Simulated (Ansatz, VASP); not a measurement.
**One calculation of Mo, two programs**

```
Mo
1.0
    -1.58022    1.58022    1.58022
     1.58022   -1.58022    1.58022
     3.16044    3.16044    0.00000
Mo
2
Direct
  0.94127 0.05873 0.00000
  0.55873 0.44127 0.50000
```

Change from the starting cell: mode 5 (192.3 1/cm) frozen in, largest displacement +0.263 Å.

Alike in both runs: task single point; functional PBE; k mesh 24 × 24 × 14; occupations gaussian, width 0.15 eV; no spin polarisation.

|  | VASP | Ansatz |
| --- | --- | --- |
| version | VASP 6.6.1 | Ansatz 0.2.0 |
| potentials or method | VASP PAW PBE potentials, release 64 (Mo_sv), cutoff 520 eV | scalar-relativistic, plane waves, PAW |
| valence electrons in the cell | 28 | 28 |

VASP gave:

```
gap on the k mesh at the Fermi level (eV)                     : none
pressure (GPa)                                                : 4.4
traceless stress, the component that is largest in VASP (GPa) : 10.36
rms of the force components (eV/Å)                            : 0.862
```

Which values does Ansatz return?

gap on the k mesh at the Fermi level (eV): none; pressure (GPa): 3.9; traceless stress, the component that is largest in VASP (GPa): 10.38; rms of the force components (eV/Å): 0.862.

Atom by atom the forces differ by 0.000 eV/Å (rms over components). A gap of «none» marks a metal or a gap that the smearing closes.
